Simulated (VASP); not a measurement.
Set up this calculation in VASP 6.6.1, as the native input.

- Task: single point
- Functional: PBE
- Dispersion: D3(BJ)
- Potentials or basis: VASP PAW PBE potentials, release 64 (Al)
- Cutoff: 520 eV
- k mesh: 18 × 18 × 4
- Occupations: gaussian, width 0.15 eV
- Spin: no spin polarisation
- Dipole correction: no
- Further INCAR settings: ALGO = Fast; EDIFF = 1e-06; NBANDS = 14

The structure of Al lies in POSCAR:

```
Al
1.0
    2.7018453743      0.0000000000      0.0000000000
   -1.3509226872      2.3398667312      0.0000000000
    0.0000000000      0.0000000000      9.2410470711
Al
4
Direct
   -0.0862699258      0.0000000000      0.0000000000
    0.3333333333      0.6666666667      0.2500000000
    0.0862699258      0.0000000000      0.5000000000
    0.6666666667      0.3333333333      0.7500000000
```

This cell differs from its parent crystal: atoms displaced along a vibrational mode, the cell strained.

The input as run:

INCAR

```
SYSTEM = Al
PREC = Accurate
ENCUT = 520
EDIFF = 1E-6
ISMEAR = 0
SIGMA = 0.15
LREAL = .FALSE.
LASPH = .TRUE.
NELM = 100
ALGO = Fast
ISIF = 2
LWAVE = .FALSE.
LCHARG = .FALSE.
GGA = PE
IVDW = 12
NBANDS = 14
```

KPOINTS

```
Automatic mesh
0
G
  18 18 4
  0 0 0
```

Potentials or basis: VASP PAW PBE potentials, release 64 (Al).

The run is started by

```bash
$ cat potpaw_PBE.64/Al/POTCAR > POTCAR
$ mpirun -np 1 vasp_std > vasp.out
```

Results of the run:

```
Pressure                   : 9.3 GPa
Largest force              : 0.232 eV/Å
Band gap on the k mesh     : zero (bands 6 and 7 overlap by 5.00 eV)
Dispersion energy per atom : -0.382 eV
```

Caveat: the cell differs from its parent crystal (atoms displaced along a vibrational mode, the cell strained); the cell stands under pressure.

Run time: 2.9 min on 1 thread of Intel Xeon 8259CL (shared host), peak memory 0.3 GiB.
